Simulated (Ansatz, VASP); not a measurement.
# One calculation of SiO2, two programs

```xyz
9
Lattice="5.1143 0.0000 0.0000 -2.5571 4.4291 0.0000 0.0000 0.0000 5.5249" Properties=species:S:1:pos:R:3 pbc="T T T"
Si   -1.2786    2.2145    1.8416
Si    1.2786    2.2145    3.6832
Si    2.5571    0.0000    0.0000
O     0.9630    3.5087    4.6040
O     2.5571    2.5883    2.7624
O     3.5201    0.9204    0.9208
O     1.5941    0.9204    4.6040
O     0.0000    1.8408    2.7624
O    -0.9630    3.5087    0.9208
```

Change from the starting cell: strain +0.015 along x and y, +0.000 along z, atoms carried along.

Alike in both runs: task single point; functional LDA; k mesh 6 × 6 × 4; occupations gaussian, width 0.05 eV; no spin polarisation.

|  | VASP | Ansatz |
| --- | --- | --- |
| version | VASP 6.6.1 | Ansatz 0.2.0 |
| potentials or method | VASP PAW LDA potentials, release 64 (Si, O), cutoff 520 eV | scalar-relativistic, plane waves, PAW |
| valence electrons in the cell | 48 | 48 |

```csv
,VASP,Ansatz,Ansatz less VASP
gap on the k mesh at the Fermi level (eV),5.34,5.34,+0.002
least direct gap on the mesh (eV),5.56,5.56,-0.001
pressure (GPa),-4.8,-5.3,-0.53
"traceless stress, the component that is largest in VASP (GPa)",0.73,0.70,-0.027
rms of the force components (eV/Å),0.112,0.115,+0.0031
```

LDA's correlation is that of Perdew and Zunger in VASP and of Perdew and Wang (1992) in Ansatz. Atom by atom the forces differ by 0.003 eV/Å (rms over components).
